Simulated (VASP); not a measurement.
# SiO2 (R-3m) in VASP: notebook

The runs below take SiO2 through single point, relaxation of cell and atoms, with PBE.

All numbers are computed with VASP 6.6.1; they aren't measurements. Logs are shortened: lines on timing, memory, paths and dates and some standing lists are left out, and cuts for length are marked.

## Step 1: The cell of the first run

The structure is trigonal, space group R-3m (No. 166). Conventional cell: a = 2.682 Å, b = 2.682 Å, c = 13.141 Å, α = 90.00°, β = 90.00°, γ = 120.00°. Si (site symmetry -3m) has 6 O at 1.90 Å within 2.5 Å. Within 2.5 Å of O (site symmetry 3m) lie 3 Si at 1.90 Å.

## Step 2: Single point, PBE

INCAR

```
ALGO = Normal
EDIFF = 1E-6
ENCUT = 520
GGA = PE
ISIF = 2
ISMEAR = 0
LASPH = T
LCHARG = F
LREAL = F
LWAVE = F
NBANDS = 15
NELM = 60
PREC = Accurate
SIGMA = 0.1
```

KPOINTS

```
k-points
0
Gamma
  6 6 6
```

POSCAR

```
SiO2
1.0
    1.3411522600      0.7743146200      4.3801849500
   -1.3411522600      0.7743146200      4.3801849500
    0.0000000000     -1.5486292400      4.3801849500
Si O
1 2
Direct
    0.0000000000      0.0000000000      0.0000000000
    0.2500000000      0.2500000000      0.2500000000
    0.7500000000      0.7500000000      0.7500000000
```

Potentials or basis: VASP PAW PBE potentials, release 64 (Si, O).

The run is started by

```
> cat potpaw_PBE.64/Si/POTCAR potpaw_PBE.64/O/POTCAR > POTCAR
> mpirun -np 1 vasp_std > vasp.out
```

OUTCAR:

```text
EDIFF = 1E-6
   ENCUT = 520
   GGA = PE
   ISIF = 2
   ISMEAR = 0
   LASPH = T
   LREAL = F
   NELM = 60
   PREC = Accurate

 ion  position               nearest neighbor table
   1  0.000  0.000  0.000-   3 1.90   3 1.90   2 1.90   2 1.90   3 1.90   2 1.90
   2  0.250  0.250  0.250-   1 1.90   1 1.90   1 1.90
   3  0.750  0.750  0.750-   1 1.90   1 1.90   1 1.90

  LATTYP: Found a trigonal (rhomboedric) cell.
 ALAT       =     4.6458877205
 COS(alpha) =     0.8333333336

  Lattice vectors:

 A1 = (   1.3411522600,   0.7743146200,   4.3801849500)
 A2 = (  -1.3411522600,   0.7743146200,   4.3801849500)
 A3 = (   0.0000000000,  -1.5486292400,   4.3801849500)

Analysis of symmetry for initial positions (statically):
=====================================================================
 Subroutine PRICEL returns:
 Original cell was already a primitive cell.

 Routine SETGRP: Setting up the symmetry group for a
 trigonal (rhombohedral) supercell.

 Subroutine GETGRP returns: Found 12 space group operations
 (whereof 12 operations were pure point group operations)
 out of a pool of 12 trial point group operations.

The static configuration has the point symmetry D_3d.

Analysis of symmetry for dynamics (positions and initial velocities):
=====================================================================
 Subroutine PRICEL returns:
 Original cell was already a primitive cell.

 Routine SETGRP: Setting up the symmetry group for a
 trigonal (rhombohedral) supercell.

 Subroutine GETGRP returns: Found 12 space group operations
 (whereof 12 operations were pure point group operations)
 out of a pool of 12 trial point group operations.

The dynamic configuration has the point symmetry D_3d.

 Subroutine INISYM returns: Found 12 space group operations
 (whereof 12 operations are pure point group operations),
 and found     1 'primitive' translations

----------------------------------------------------------------------------------------

                                     Primitive cell

  volume of cell :      27.2922

  direct lattice vectors                    reciprocal lattice vectors
     1.341152260  0.774314620  4.380184950     0.372813747  0.215244117  0.076100287
    -1.341152260  0.774314620  4.380184950    -0.372813747  0.215244117  0.076100287
     0.000000000 -1.548629240  4.380184950     0.000000000 -0.430488234  0.076100287

  length of vectors
     4.645887720  4.645887720  4.645887721     0.437162869  0.437162869  0.437162868

  position of ions in fractional coordinates (direct lattice)
     0.000000000  0.000000000  0.000000000
     0.250000000  0.250000000  0.250000000
     0.750000000  0.750000000  0.750000000

  ion indices of the primitive-cell ions
   primitive index   ion index
                 1           1
                 2           2
                 3           3

----------------------------------------------------------------------------------------

 KPOINTS: k-points

Automatic generation of k-mesh.
 Grid dimensions read from file:
 generate k-points for:    6    6    6

 Generating k-lattice:

  Cartesian coordinates                     Fractional coordinates (reciprocal lattice)
     0.062135625  0.035874020  0.012683381     0.166666667  0.000000000  0.000000000
    -0.062135625  0.035874020  0.012683381     0.000000000  0.166666667  0.000000000
     0.000000000 -0.071748039  0.012683381     0.000000000  0.000000000  0.166666667

  Length of vectors
     0.072860478  0.072860478  0.072860478

  Shift w.r.t. Gamma in fractional coordinates (k-lattice)
     0.000000000  0.000000000  0.000000000

 Subroutine IBZKPT returns following result:
 ===========================================

 Found     32 irreducible k-points:

 Following reciprocal coordinates:
            Coordinates               Weight
  0.000000  0.000000  0.000000      1.000000
  0.166667  0.000000 -0.000000      6.000000
  0.333333  0.000000  0.000000      6.000000
  0.500000  0.000000 -0.000000      3.000000
  0.166667  0.166667 -0.000000      6.000000
  0.333333  0.166667  0.000000     12.000000
[... 16 lines left out ...]
  0.500000  0.500000  0.166667      6.000000
 -0.333333  0.500000  0.166667     12.000000
 [... further k-points ...]
   k-points           NKPTS =     32   k-points in BZ     NKDIM =     32   number of bands    NBANDS=     15
   number of dos      NEDOS =    301   number of ions     NIONS =      3
   total plane-waves  NPLWV =  46656
   dimension x,y,z NGX =    36 NGY =   36 NGZ =   36
   dimension x,y,z NGXF=    72 NGYF=   72 NGZF=   72
   ions per type =               1   2
   NGX,Y,Z   is equivalent  to a cutoff of  12.88, 12.88, 12.88 a.u.
   NGXF,Y,Z  is equivalent  to a cutoff of  25.76, 25.76, 25.76 a.u.
 SYSTEM =  unknown system
   PREC   = accura    normal or accurate (medium, high low for compatibility)
   ISTART =      0    job   : 0-new  1-cont  2-samecut
   ICHARG =      2    charge: 1-file 2-atom 10-const
   ISPIN  =      1    spin polarized calculation?
   LNONCOLLINEAR =      F non collinear calculations
   LSORBIT =      F    spin-orbit coupling
   LASPH  =      T    aspherical Exc in radial PAW
   ENCUT  =  520.0 eV  38.22 Ry    6.18 a.u.   8.64  8.64  8.64*2*pi/ulx,y,z
   NELM   =     60;   NELMIN=  2; NELMDL= -5     # of ELM steps
   EDIFF  = 0.1E-05   stopping-criterion for ELM
   LREAL  =      F    real-space projection
   EDIFFG = 0.1E-04   stopping-criterion for IOM
   NSW    =      0    number of steps for IOM
   IBRION =     -1    ionic relax: 0-MD 1-quasi-New 2-CG
   NFREE  =      0    steps in history (QN), initial steepest desc. (CG)
   ISIF   =      2    stress and relaxation
   ISYM   =      2    0-nonsym 1-usesym 2-fastsym
   POTIM  = 0.5000    time-step for ionic-motion
   TEBEG  =    0.0;   TEEND  =   0.0 temperature during run
   PSTRESS=    0.0 pullay stress
   NELECT =      16.0000    total number of electrons
   NUPDOWN=      -1.0000    fix difference up-down
   EMIN   =  10.00;   EMAX   =-10.00  energy-range for DOS
   EFERMI =   0.00;   METHOD = LEGACY
   ISMEAR =     0;   SIGMA  =   0.10  broadening in eV -4-tet -1-fermi 0-gaus
   EFERMI_NEDOS =   21; number of points for ismear=-14 and -15
   IALGO  =     38    algorithm
   IMIX   =      4    mixing-type and parameters
     AMIX     =   0.40;   BMIX     =  1.00
     AMIX_MAG =   1.60;   BMIX_MAG =  1.00
  volume/ion in A,a.u.               =       9.10        61.39
  Fermi-wavevector in a.u.,A,eV,Ry     =   1.370151  2.589210 25.542402  1.877314
  Thomas-Fermi vector in A             =   2.495963
   LORBIT       =      0    0 simple, 1 ext, 2 COOP (PROOUT), +10 PAW based schemes
   GGA     = PE    functional components
   LHFCALC =     F    Hartree Fock is set to
   AEXX    =    0.0000 exact exchange contribution
   IVDW    =     0    specifies the selected vdW correction
   LEPSILON=     F    determine dielectric tensor
   LRPA    =     F    only Hartree local field effects (RPA)
 non-spin polarized calculation
 Gauss-broadening in eV      SIGMA  =   0.10
  energy-cutoff  :      520.00
  volume of cell :       27.29
 maximum number of plane-waves:       748
 NGX is ok and might be reduce to    36
   NGX = 17   NGY = 17   NGZ = 17

 number of electron      15.9999996 magnetization

 Free energy of the ion-electron system (eV)
  ---------------------------------------------------
  ext. energy  EPLUGINS =         0.00000000
  ---------------------------------------------------
  free energy    TOTEN  =       -21.81861849 eV

  energy without entropy =      -21.81861849  energy(sigma->0) =      -21.81861849

 E-fermi :   5.5993     XC(G=0): -11.4218

 val. band max:        5.1980602264   @ k =   0.0000   0.0000   0.0000
 cond. band min:       9.8052282590   @ k =   0.0000   0.0000   0.0000
 fundamental gap:      4.6071680326
 Fermi energy:         5.5993132564

 k-point     1 :       0.0000    0.0000    0.0000
  band No.  band energies     occupation
      1     -15.4525      2.00000
      2     -12.4817      2.00000
      3      -1.5771      2.00000
      4       3.7985      2.00000
      5       3.7985      2.00000
      6       4.5395      2.00000
      7       4.5395      2.00000
      8       5.1981      2.00000
      9       9.8052      0.00000
     10      12.8337      0.00000
     11      17.7466      0.00000
     12      17.7466      0.00000
     13      19.9864      0.00000
     14      20.9066      0.00000
     15      20.9066      0.00000

 k-point     2 :       0.1667    0.0000   -0.0000
  band No.  band energies     occupation
      1     -14.9820      2.00000
      2     -12.2796      2.00000
      3      -1.1673      2.00000
      4       1.9994      2.00000
      5       2.9348      2.00000
      6       3.3676      2.00000
      7       4.3107      2.00000
      8       4.9660      2.00000
      9      11.1991      0.00000
     10      14.2417      0.00000
     11      15.9510      0.00000
     12      17.9413      0.00000
     13      18.8505      0.00000
     14      20.4700      0.00000
     15      22.3564      0.00000

 k-point     3 :       0.3333    0.0000    0.0000
  band No.  band energies     occupation
      1     -13.7570      2.00000
      2     -11.9539      2.00000
      3      -1.3063      2.00000
      4      -0.1877      2.00000
      5       1.3334      2.00000
      6       2.6640      2.00000
      7       3.8306      2.00000
      8       4.1255      2.00000
      9      12.2858      0.00000
     10      14.0412      0.00000
     11      15.9739      0.00000
     12      17.4253      0.00000
     13      18.1104      0.00000
     14      20.9256      0.00000
     15      23.4033      0.00000
[... 343 lines left out ...]
 k-point    23 :       0.5000    0.5000    0.1667
  band No.  band energies     occupation
      1     -13.6036      2.00000
      2     -12.1520      2.00000
      3      -1.6451      2.00000
      4      -0.6097      2.00000
      5       2.4574      2.00000
      6       2.7978      2.00000
      7       4.1030      2.00000
      8       4.1081      2.00000
      9      11.8838      0.00000
     10      13.4897      0.00000
     11      15.3598      0.00000
     12      17.5734      0.00000
     13      17.9038      0.00000
     14      20.9933      0.00000
     15      23.6696      0.00000

 k-point    24 :      -0.3333    0.5000    0.1667
  band No.  band energies     occupation
      1     -12.7884      2.00000
      2     -11.9861      2.00000
      3      -2.3106      2.00000
      4      -0.9657      2.00000
      5       1.0890      2.00000
      6       2.4533      2.00000
      7       3.5415      2.00000
      8       4.0753      2.00000
      9      12.2061      0.00000
     10      14.0830      0.00000
     11      15.1733      0.00000
     12      18.0193      0.00000
     13      18.2695      0.00000
     14      21.0761      0.00000
     15      24.2700      0.00000

 [... further k-points ...]
[... 5 lines left out ...]
  --------------------------------------------------------------------------------------
  -------------------------------------------------------------------------------------
  Total       -0.7281157     -0.7281157     -6.8523672      0.0000000      0.0000000      0.0000000
  in kB      -42.7436620    -42.7436621   -402.2647413      0.0000000      0.0000000      0.0000000
  external PRESSURE =    -162.5840218 kB  Pullay stress =       0.0000000 kB

 VOLUME and BASIS-vectors are now :
 -----------------------------------------------------------------------------
  energy-cutoff  :      520.00
  volume of cell :       27.29
      direct lattice vectors                 reciprocal lattice vectors
     1.341152260  0.774314620  4.380184950     0.372813747  0.215244117  0.076100287
    -1.341152260  0.774314620  4.380184950    -0.372813747  0.215244117  0.076100287
     0.000000000 -1.548629240  4.380184950     0.000000000 -0.430488234  0.076100287

 POSITION                                       TOTAL-FORCE (eV/Angst)
 -----------------------------------------------------------------------------------
      0.00000      0.00000      0.00000         0.000000     -0.000000      0.000000
      0.00000      0.00000      3.28514         0.000000      0.000000      4.490125
      0.00000      0.00000      9.85542         0.000000      0.000000     -4.490125
 -----------------------------------------------------------------------------------
    total drift:                               -0.000000     -0.000000      0.000000

  FREE ENERGIE OF THE ION-ELECTRON SYSTEM (eV)
  ---------------------------------------------------
  free  energy   TOTEN  =       -21.8186184947 eV

  energy  without entropy=      -21.8186184947  energy(sigma->0) =      -21.81861849
```

It took 66 s on 1 thread of AMD EPYC 7R13, shared host; peak memory 0.16 GiB.

Results:

```
Free energy            : -21.8186 eV
Pressure               : -16.3 GPa
Largest force          : 4.490 eV/Å
Band gap on the k mesh : 4.61 eV, direct
```

Forces in eV/Å, atoms in the order of the input:
```
Si   0.000  0.000  0.000
O    0.000  0.000  4.490
O    0.000  0.000 -4.490
```

Levels at points of the mesh, in eV from the valence-band top:
```csv
k point,band 5,band 6,band 7,band 8,band 9,band 10,band 11,band 12
"(0.00, 0.00, 0.00)",-1.40,-0.66,-0.66,0.00,4.61,7.64,12.55,12.55
"(0.50, 0.00, 0.00)",-2.94,-2.84,-2.22,-1.60,6.90,8.79,10.38,12.12
"(0.50, 0.50, 0.00)",-3.08,-2.33,-1.26,-0.80,6.12,7.70,9.43,12.59
"(0.50, 0.50, 0.50)",-1.27,-1.27,-0.82,-0.82,6.07,7.76,12.71,12.71
```

Caveat: the k points lie up to 0.46 Å⁻¹ apart; forces of over 1 eV/Å act on the atoms, so gaps and moduli don't describe the material at rest. A k mesh can miss the band edges.

## Step 3: Single point, PBE

This run uses another cell than the first one, of 10.91 Å³/atom, 1.199 times its volume.

INCAR

```
SYSTEM = SiO2
PREC = Accurate
ENCUT = 520
EDIFF = 1E-6
ISMEAR = 0
SIGMA = 0.1
LREAL = .FALSE.
LASPH = .TRUE.
NELM = 100
ALGO = Normal
ISIF = 2
LWAVE = .FALSE.
LCHARG = .FALSE.
GGA = PE
NBANDS = 15
```

KPOINTS

```
Automatic mesh
0
G
  6 6 6
  0 0 0
```

POSCAR

```
SiO2
1.0
    1.3495120872      0.7791411668      5.1859495805
   -1.3495120872      0.7791411668      5.1859495805
    0.0000000000     -1.5582823337      5.1859495805
Si O
1 2
Direct
    0.0000000000      0.0000000000      0.0000000000
    0.2745202382      0.2745202382      0.2745202382
    0.7254797618      0.7254797618      0.7254797618
```

Potentials or basis: VASP PAW PBE potentials, release 64 (Si, O).

The run is started by

```
> cat potpaw_PBE.64/Si/POTCAR potpaw_PBE.64/O/POTCAR > POTCAR
> mpirun -np 1 vasp_std > vasp.out
```

Wall time 63 s (1 thread of AMD EPYC 7R13, shared host); peak memory 0.19 GiB.

The run converged. Its results:

* Free energy: -22.7649 eV
* Pressure: 0.5 GPa
* Largest force: 0.015 eV/Å
* Band gap on the k mesh: 6.21 eV, indirect (least direct gap 6.58 eV)

Forces in eV/Å, atoms in the order of the input:
```
Si   0.000  0.000  0.000
O    0.000  0.000 -0.015
O    0.000  0.000  0.015
```

Stress tensor (GPa, compression positive):
```
0.69 0.00 0.00
0.00 0.69 0.00
0.00 0.00 0.20
```

Levels at points of the mesh, in eV from the valence-band top:
```tsv
k point	band 5	band 6	band 7	band 8	band 9	band 10	band 11	band 12
(0.00, 0.00, 0.00)	-2.08	-1.01	-1.01	-0.38	6.21	8.34	11.74	13.26
(0.50, 0.00, 0.00)	-3.84	-1.76	-1.42	-1.03	7.95	10.51	13.17	14.34
(0.50, 0.50, 0.00)	-3.85	-1.70	-1.41	-0.82	7.84	10.07	12.21	14.93
(0.50, 0.50, 0.50)	-2.07	-1.02	-1.02	-1.01	6.94	8.30	10.91	13.28
```

Caveat: the k points lie up to 0.45 Å⁻¹ apart.

## Step 4: Relaxation of cell and atoms, PBE

INCAR

```
SYSTEM = SiO2
PREC = Accurate
ENCUT = 600
EDIFF = 1E-6
ISMEAR = 0
SIGMA = 0.1
LREAL = .FALSE.
LASPH = .TRUE.
NELM = 60
ALGO = Normal
ISIF = 3
LWAVE = .FALSE.
LCHARG = .FALSE.
GGA = PE
IBRION = 2
NSW = 90
EDIFFG = -0.04
```

KPOINTS

```
regular mesh
0
G
  6 6 6
  0 0 0
```

POSCAR

```
SiO2
1.0
    1.3411522600      0.7743146200      4.3801849500
   -1.3411522600      0.7743146200      4.3801849500
    0.0000000000     -1.5486292400      4.3801849500
Si O
1 2
Direct
    0.0000000000      0.0000000000      0.0000000000
    0.2500000000      0.2500000000      0.2500000000
    0.7500000000      0.7500000000      0.7500000000
```

The run is started by

```
> cat potpaw_PBE.64/Si/POTCAR potpaw_PBE.64/O/POTCAR > POTCAR
> mpirun -np 1 vasp_std > vasp.out
```

Wall time 12 min (1 thread of AMD EPYC 7R13, shared host); peak memory 0.22 GiB.

It converged, with:

```
Free energy                            : -22.7562 eV
Relaxed volume                         : 10.61 Å³/atom
Relaxed cell                           : a = 5.270 Å, b = 5.270 Å, c = 5.270 Å, α = 29.71°, β = 29.71°, γ = 29.71°
Space group after relaxing (to 0.05 Å) : R-3m (No. 166)
Energy gained by relaxing              : 310.8 meV/atom
Ionic steps                            : 18
Pressure after relaxing                : -0.1 GPa
Largest force after relaxing           : 0.006 eV/Å
Band gap on the k mesh                 : 6.12 eV, indirect (least direct gap 6.47 eV)
```

Forces in eV/Å, atoms in the order of the input:
```
Si   0.000  0.000  0.000
O    0.000  0.000  0.006
O    0.000  0.000 -0.006
```

Stress tensor (GPa, compression positive):
```
-0.13  0.00  0.00
 0.00 -0.13  0.00
 0.00  0.00 -0.02
```

The path:
```csv
step,energy change (eV),largest force (eV/Å),pressure (GPa),volume (Å³)
1,0.0000,4.4932,-16.54,27.29
2,-0.0270,4.4128,53.46,23.66
3,-0.7248,0.8933,8.58,25.37
4,-0.7288,0.5849,10.91,25.25
5,-0.8072,0.3492,-1.41,27.03
6,-0.8072,0.3499,-1.37,27.03
7,-0.8507,0.0548,1.48,27.42
8,-0.8663,0.9286,8.71,28.20
9,-0.8707,0.7157,6.83,28.01
10,-0.8903,0.5337,5.11,28.47
11,-0.9222,0.0085,0.74,29.83
12,-0.9256,0.2089,-0.87,30.41
13,-0.9257,0.2273,-0.99,30.46
14,-0.9275,0.1879,-0.53,30.60
15,-0.9304,0.0567,0.94,31.02
16,-0.9305,0.0343,1.23,31.10
17,-0.9320,0.0199,0.51,31.49
18,-0.9324,0.0062,-0.10,31.84
```

Final structure:
```
Si O
1.0
     1.35125    0.78015    5.03419
    -1.35125    0.78015    5.03419
     0.00000   -1.56029    5.03419
Si O
1 2
Direct
  0.00000 0.00000 0.00000
  0.27279 0.27279 0.27279
  0.72721 0.72721 0.72721
```

Levels at points of the mesh, in eV from the valence-band top:
| k point | band 6 | band 7 | band 8 | band 9 | band 10 | band 11 |
| --- | --- | --- | --- | --- | --- | --- |
| (0.00, 0.00, 0.00) | -1.07 | -1.07 | -0.35 | 6.12 | 8.25 | 12.14 |
| (0.50, 0.00, 0.00) | -1.81 | -1.48 | -1.11 | 7.89 | 10.46 | 13.19 |
| (0.50, 0.50, 0.00) | -1.73 | -1.45 | -0.83 | 7.74 | 9.97 | 12.14 |
| (0.50, 0.50, 0.50) | -1.12 | -1.07 | -1.07 | 6.90 | 8.24 | 11.29 |

Caveat: the k points lie up to 0.45 Å⁻¹ apart in the final cell; the volume moved by over 15 % at a fixed basis, so the end points are rough.

[end of part 1 of 2]
